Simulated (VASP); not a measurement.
Here is a VASP 6.6.1 calculation.

The input INCAR:

```
PREC     = Accurate       # precision mode
ENCUT    = 520            # plane-wave cutoff, eV
EDIFF    = 1E-7           # SCF threshold, eV
ISMEAR   = 0              # smearing method
SIGMA    = 0.15           # smearing width, eV
LREAL    = F              # projectors in reciprocal space
LASPH    = T              # aspherical terms in the spheres
NELM     = 60             # most SCF steps
ALGO     = Normal         # electronic algorithm
ISIF     = 2              # what is computed and relaxed
LWAVE    = F              # write WAVECAR
LCHARG   = F              # write CHGCAR
GGA      = PE             # functional
NBANDS   = 29             # bands
```

Contents of KPOINTS:

```
Automatic mesh
0
Gamma
  12 12 12
```

The input POSCAR:

```
TiSi2
1.0
    1.7267777212     -7.0108387279      0.0000000000
    1.7267777212      7.0108387279      0.0000000000
    0.0000000000      0.0000000000      3.4844244231
Ti Si
2 4
Direct
    0.8968075259      0.1031924741      0.7500000000
    0.1031924741      0.8968075259      0.2500000000
    0.5591373592      0.4408626408      0.7500000000
    0.4408626408      0.5591373592      0.2500000000
    0.2498287182      0.7501712818      0.7500000000
    0.7501712818      0.2498287182      0.2500000000
```

Potentials or basis: VASP PAW PBE potentials, release 64 (Ti_sv, Si).

Launch:

```console
$ cat potpaw_PBE.64/Ti_sv/POTCAR potpaw_PBE.64/Si/POTCAR > POTCAR
$ mpirun -np 1 vasp_std > vasp.out
```

(1) Predict the largest force.

(2) Estimate the pressure.

(3) What does it give for the band gap on the k mesh?

## Answers

(1) 0.413 eV/Å.

(2) 4.7 GPa.

(3) zero (band 20 reaches 11.23 eV, above the bottom of band 21 at 10.26 eV).
